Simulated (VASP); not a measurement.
# NbH (I4/mmm) in VASP: single point with PBEsol

Aim: the single point of NbH with PBEsol.

Everything below comes from runs of VASP 6.6.1. Logs are shortened: lines on timing, memory, paths and dates and some standing lists are left out, and cuts for length are marked.

## (1) The cell of the first run

The structure is tetragonal, space group I4/mmm (No. 139). The conventional cell has a = 3.214 Å, b = 3.214 Å, c = 3.969 Å, α = 90.00°, β = 90.00°, γ = 90.00°. Within 2.6 Å of Nb (site symmetry 4/mmm) lie 6 H at 1.98 to 2.27 Å. Within 2.6 Å of H (site symmetry 4/mmm) lie 6 Nb at 1.98 to 2.27 Å.

## (2) Single point, PBEsol

The input, INCAR:

```
PREC = Accurate ; ENCUT = 500
EDIFF = 1E-6 ; ISMEAR = -1
SIGMA = 0.1 ; LREAL = F
LASPH = T ; NELM = 120
ALGO = Normal ; ISIF = 2
LWAVE = F ; LCHARG = F
GGA = PS ; NBANDS = 70
GGA_COMPAT = F
```

The input, KPOINTS:

```
regular mesh
0
Gamma
  3 3 3
```

The input, POSCAR:

```
NbH
1.0
   -3.2139280000      3.2139280000      3.9686020000
    3.2139280000     -3.2139280000      3.9686020000
    3.2139280000      3.2139280000     -3.9686020000
Nb H
8 8
Direct
    0.0000000000      0.0000000000      0.0000000000
    0.0000000000      0.0000000000      0.5000000000
    0.0000000000      0.5000000000      0.0000000000
    0.0000000000      0.5000000000      0.5000000000
    0.5000000000      0.0000000000      0.0000000000
    0.5000000000      0.0000000000      0.5000000000
    0.5000000000      0.5000000000      0.0000000000
    0.5000000000      0.5000000000      0.5000000000
    0.2500000000      0.2500000000      0.0000000000
    0.2500000000      0.2500000000      0.5000000000
    0.2500000000      0.7500000000      0.0000000000
    0.2500000000      0.7500000000      0.5000000000
    0.7500000000      0.2500000000      0.0000000000
    0.7500000000      0.2500000000      0.5000000000
    0.7500000000      0.7500000000      0.0000000000
    0.7500000000      0.7500000000      0.5000000000
```

Potentials or basis: VASP PAW PBE potentials, release 64 (Nb_sv, H).

Command:

```sh
$ cat potpaw_PBE.64/Nb_sv/POTCAR potpaw_PBE.64/H/POTCAR > POTCAR
$ mpirun -np 1 vasp_std > vasp.out
```

OUTCAR:

```text
PREC = Accurate
   ENCUT = 500
   EDIFF = 1E-6
   ISMEAR = -1
   LREAL = F
   LASPH = T
   NELM = 120
   ISIF = 2
   GGA = PS

 ion  position               nearest neighbor table
   1  0.000  0.000  0.000-   2 3.02   3 3.02   5 3.02   8 3.02   2 3.02   3 3.02   5 3.02   8 3.02

   2  0.000  0.000  0.500-   1 3.02   4 3.02   6 3.02   7 3.02   1 3.02   4 3.02   6 3.02   7 3.02

   3  0.000  0.500  0.000-   1 3.02   4 3.02   6 3.02   7 3.02   4 3.02   1 3.02   7 3.02   6 3.02

   4  0.000  0.500  0.500-   2 3.02   3 3.02   5 3.02   8 3.02   3 3.02   2 3.02   8 3.02   5 3.02

   5  0.500  0.000  0.000-   1 3.02   4 3.02   6 3.02   7 3.02   6 3.02   7 3.02   1 3.02   4 3.02

   6  0.500  0.000  0.500-   2 3.02   3 3.02   5 3.02   8 3.02   5 3.02   8 3.02   2 3.02   3 3.02

   7  0.500  0.500  0.000-   2 3.02   3 3.02   5 3.02   8 3.02   8 3.02   5 3.02   3 3.02   2 3.02

   8  0.500  0.500  0.500-   1 3.02   4 3.02   6 3.02   7 3.02   7 3.02   6 3.02   4 3.02   1 3.02

   9  0.250  0.250  0.000-
  10  0.250  0.250  0.500-
  11  0.250  0.750  0.000-
  12  0.250  0.750  0.500-
  13  0.750  0.250  0.000-
  14  0.750  0.250  0.500-
  15  0.750  0.750  0.000-
  16  0.750  0.750  0.500-

  LATTYP: Found a body centered tetragonal cell.
 ALAT       =     6.4278560000
 C/A-ratio  =     1.2348135988

  Lattice vectors:

 A1 = (  -3.2139280000,   3.2139280000,   3.9686020000)
 A2 = (   3.2139280000,  -3.2139280000,   3.9686020000)
 A3 = (   3.2139280000,   3.2139280000,  -3.9686020000)

Analysis of symmetry for initial positions (statically):
=====================================================================
 Subroutine PRICEL returns following result:

  LATTYP: Found a body centered tetragonal cell.
 ALAT       =     3.2139280000
 C/A-ratio  =     1.2348135988

  Lattice vectors:

 A1 = (  -1.6069640000,   1.6069640000,   1.9843010000)
 A2 = (   1.6069640000,  -1.6069640000,   1.9843010000)
 A3 = (   1.6069640000,   1.6069640000,  -1.9843010000)

   8 primitive cells build up your supercell.

 Routine SETGRP: Setting up the symmetry group for a
 body centered tetragonal supercell.

 Subroutine GETGRP returns: Found 16 space group operations
 (whereof 16 operations were pure point group operations)
 out of a pool of 16 trial point group operations.

The static configuration has the point symmetry D_4h.

Analysis of symmetry for dynamics (positions and initial velocities):
=====================================================================
 Subroutine PRICEL returns following result:

  LATTYP: Found a body centered tetragonal cell.
 ALAT       =     3.2139280000
 C/A-ratio  =     1.2348135988

  Lattice vectors:

 A1 = (  -1.6069640000,   1.6069640000,   1.9843010000)
 A2 = (   1.6069640000,  -1.6069640000,   1.9843010000)
 A3 = (   1.6069640000,   1.6069640000,  -1.9843010000)

   8 primitive cells build up your supercell.

 Routine SETGRP: Setting up the symmetry group for a
 body centered tetragonal supercell.

 Subroutine GETGRP returns: Found 16 space group operations
 (whereof 16 operations were pure point group operations)
 out of a pool of 16 trial point group operations.

The dynamic configuration has the point symmetry D_4h.

 Subroutine INISYM returns: Found 16 space group operations
 (whereof 16 operations are pure point group operations),
 and found     8 'primitive' translations

----------------------------------------------------------------------------------------

                                     Primitive cell

  volume of cell :      20.4965

  direct lattice vectors                    reciprocal lattice vectors
    -1.606964000  1.606964000  1.984301000     0.000000000  0.311145738  0.251977901
     1.606964000 -1.606964000  1.984301000     0.311145738  0.000000000  0.251977901
     1.606964000  1.606964000 -1.984301000     0.311145738  0.311145738  0.000000000

  length of vectors
     3.016971504  3.016971504  3.016971504     0.400380485  0.400380485  0.440026523

  position of ions in fractional coordinates (direct lattice)
     0.000000000  0.000000000  0.000000000
     0.500000000  0.500000000  0.000000000

  ion indices of the primitive-cell ions
   primitive index   ion index
                 1           1
                 2           9

----------------------------------------------------------------------------------------

 KPOINTS: regular mesh

Automatic generation of k-mesh.
 Grid dimensions read from file:
 generate k-points for:    3    3    3

 Generating k-lattice:

  Cartesian coordinates                     Fractional coordinates (reciprocal lattice)
     0.000000000  0.051857623  0.041996317     0.333333333  0.000000000 -0.000000000
     0.051857623  0.000000000  0.041996317     0.000000000  0.333333333 -0.000000000
     0.051857623  0.051857623  0.000000000     0.000000000  0.000000000  0.333333333

  Length of vectors
     0.066730081  0.066730081  0.073337754

  Shift w.r.t. Gamma in fractional coordinates (k-lattice)
     0.000000000  0.000000000  0.000000000

 Subroutine IBZKPT returns following result:
 ===========================================

 Found      6 irreducible k-points:

 Following reciprocal coordinates:
            Coordinates               Weight
  0.000000  0.000000  0.000000      1.000000
  0.333333 -0.000000  0.000000      8.000000
  0.333333  0.333333  0.000000      8.000000
 -0.333333  0.333333  0.000000      4.000000
 -0.333333  0.333333  0.333333      4.000000
 -0.333333 -0.333333  0.333333      2.000000
   k-points           NKPTS =      6   k-points in BZ     NKDIM =      6   number of bands    NBANDS=     70
   number of dos      NEDOS =    301   number of ions     NIONS =     16
   total plane-waves  NPLWV = 110592
   dimension x,y,z NGX =    48 NGY =   48 NGZ =   48
   dimension x,y,z NGXF=    96 NGYF=   96 NGZF=   96
   ions per type =               8   8
   NGX,Y,Z   is equivalent  to a cutoff of  13.22, 13.22, 13.22 a.u.
   NGXF,Y,Z  is equivalent  to a cutoff of  26.45, 26.45, 26.45 a.u.
 SYSTEM =  unknown system
   PREC   = accura    normal or accurate (medium, high low for compatibility)
   ISTART =      0    job   : 0-new  1-cont  2-samecut
   ICHARG =      2    charge: 1-file 2-atom 10-const
   ISPIN  =      1    spin polarized calculation?
   LNONCOLLINEAR =      F non collinear calculations
   LSORBIT =      F    spin-orbit coupling
   LASPH  =      T    aspherical Exc in radial PAW
   ENCUT  =  500.0 eV  36.75 Ry    6.06 a.u.  11.00 11.00 11.00*2*pi/ulx,y,z
   NELM   =    120;   NELMIN=  2; NELMDL= -5     # of ELM steps
   EDIFF  = 0.1E-05   stopping-criterion for ELM
   LREAL  =      F    real-space projection
   EDIFFG = 0.1E-04   stopping-criterion for IOM
   NSW    =      0    number of steps for IOM
   IBRION =     -1    ionic relax: 0-MD 1-quasi-New 2-CG
   NFREE  =      0    steps in history (QN), initial steepest desc. (CG)
   ISIF   =      2    stress and relaxation
   ISYM   =      2    0-nonsym 1-usesym 2-fastsym
   POTIM  = 0.5000    time-step for ionic-motion
   TEBEG  =    0.0;   TEEND  =   0.0 temperature during run
   PSTRESS=    0.0 pullay stress
   NELECT =     112.0000    total number of electrons
   NUPDOWN=      -1.0000    fix difference up-down
   EMIN   =  10.00;   EMAX   =-10.00  energy-range for DOS
   EFERMI =   0.00;   METHOD = LEGACY
   ISMEAR =    -1;   SIGMA  =   0.10  broadening in eV -4-tet -1-fermi 0-gaus
   EFERMI_NEDOS =   21; number of points for ismear=-14 and -15
   IALGO  =     38    algorithm
   IMIX   =      4    mixing-type and parameters
     AMIX     =   0.40;   BMIX     =  1.00
     AMIX_MAG =   1.60;   BMIX_MAG =  1.00
  volume/ion in A,a.u.               =      10.25        69.16
  Fermi-wavevector in a.u.,A,eV,Ry     =   1.441753  2.724518 28.281778  2.078652
  Thomas-Fermi vector in A             =   2.560350
   LORBIT       =      0    0 simple, 1 ext, 2 COOP (PROOUT), +10 PAW based schemes
   GGA     = PS    functional components
   LHFCALC =     F    Hartree Fock is set to
   AEXX    =    0.0000 exact exchange contribution
   IVDW    =     0    specifies the selected vdW correction
   LEPSILON=     F    determine dielectric tensor
   LRPA    =     F    only Hartree local field effects (RPA)
 non-spin polarized calculation
  energy-cutoff  :      500.00
  volume of cell :      163.97
 maximum number of plane-waves:      4222
 NGX is ok and might be reduce to    48
   NGX = 21   NGY = 21   NGZ = 21

 number of electron     111.9999994 magnetization

 Free energy of the ion-electron system (eV)
  ---------------------------------------------------
  ext. energy  EPLUGINS =         0.00000000
  ---------------------------------------------------
  free energy    TOTEN  =      -117.14827343 eV

  energy without entropy =     -116.89458633  energy(sigma->0) =     -117.02142988

 E-fermi :  10.7611     XC(G=0): -12.5234

 val. band max:       10.7445025287   @ k =  -0.3333  -0.3333   0.3333
 cond. band min:      10.7961852922   @ k =   0.0000   0.0000   0.0000
 fundamental gap:      0.0516827635
 Fermi energy:        10.7610521919

 k-point     1 :       0.0000    0.0000    0.0000
  band No.  band energies     occupation
      1     -44.1549      2.00000
      2     -44.0082      2.00000
      3     -44.0082      2.00000
      4     -44.0082      2.00000
      5     -44.0082      2.00000
      6     -43.9839      2.00000
[... 60 lines left out ...]
     67      14.0758      0.00000
     68      14.0826      0.00000

 k-point     2 :       0.3333   -0.0000    0.0000
  band No.  band energies     occupation
      1     -44.1187      2.00000
      2     -44.0454      2.00000
      3     -44.0023      2.00000
      4     -44.0023      2.00000
      5     -43.9901      2.00000
      6     -43.9901      2.00000
[... 273 lines left out ...]
     67      12.3847      0.00000
     68      13.3470      0.00000

 k-point     6 :      -0.3333   -0.3333    0.3333
  band No.  band energies     occupation
      1     -44.0954      2.00000
      2     -44.0103      2.00000
      3     -44.0103      2.00000
      4     -44.0103      2.00000
      5     -44.0103      2.00000
      6     -43.9821      2.00000
[... 60 lines left out ...]
     67      12.6916      0.00000
     68      13.2688      0.00000
 [bands above 68 left out]

------------------------ aborting loop because EDIFF is reached ----------------------------------------

  FORCE on cell =-STRESS in cart. coord.  units (eV):
  Direction    XX          YY          ZZ          XY          YZ          ZX
  --------------------------------------------------------------------------------------
  -------------------------------------------------------------------------------------
  Total       -6.4650173     -6.4650173    -11.0639636      0.0000000      0.0000000     -0.0000000
  in kB      -63.1699376    -63.1699376   -108.1064223      0.0000000      0.0000000     -0.0000000
  external PRESSURE =     -78.1487658 kB  Pullay stress =       0.0000000 kB

 VOLUME and BASIS-vectors are now :
 -----------------------------------------------------------------------------
  energy-cutoff  :      500.00
  volume of cell :      163.97
      direct lattice vectors                 reciprocal lattice vectors
    -3.213928000  3.213928000  3.968602000     0.000000000  0.155572869  0.125988950
     3.213928000 -3.213928000  3.968602000     0.155572869  0.000000000  0.125988950
     3.213928000  3.213928000 -3.968602000     0.155572869  0.155572869  0.000000000

 POSITION                                       TOTAL-FORCE (eV/Angst)
 -----------------------------------------------------------------------------------
      0.00000      0.00000      0.00000         0.000000     -0.000000     -0.000000
      1.60696      1.60696     -1.98430        -0.000000      0.000000      0.000000
      1.60696     -1.60696      1.98430        -0.000000     -0.000000     -0.000000
      3.21393      0.00000      0.00000        -0.000000      0.000000      0.000000
     -1.60696      1.60696      1.98430         0.000000     -0.000000      0.000000
      0.00000      3.21393      0.00000        -0.000000      0.000000     -0.000000
[... 8 lines left out ...]
      0.00000      0.00000      5.95290         0.000000     -0.000000      0.000000
      1.60696      1.60696      3.96860         0.000000     -0.000000      0.000000
 -----------------------------------------------------------------------------------
    total drift:                                0.000000      0.000000     -0.000000

  FREE ENERGIE OF THE ION-ELECTRON SYSTEM (eV)
  ---------------------------------------------------
  free  energy   TOTEN  =      -117.1482734254 eV

  energy  without entropy=     -116.8945863335  energy(sigma->0) =     -117.02142988
```

It took 3.5 min on 1 thread of AMD EPYC 7R43 (Zen 3), shared host; peak memory 0.29 GiB.

What came out:

| Item | Value |
| --- | --- |
| Free energy | -117.1483 eV |
| Pressure | -7.8 GPa |
| Band gap on the k mesh | zero (bands 56 and 57 overlap by 0.63 eV) |

Stress tensor (GPa, compression positive):
```
 -6.32   0.00   0.00
  0.00  -6.32   0.00
  0.00   0.00 -10.81
```

Levels at points of the mesh, in eV from the Fermi level:
```
           k point  band 53  band 54  band 55  band 56  band 57  band 58  band 59  band 60
(0.00, 0.00, 0.00)    -0.57     0.04     0.04     0.04     0.04     0.80     1.06     1.41
```

Caveat: the k points lie up to 0.42 Å⁻¹ apart, too coarse for converged energies and pressures of a metal; the PAW data sets were made with another functional, which shifts forces and pressure a little.
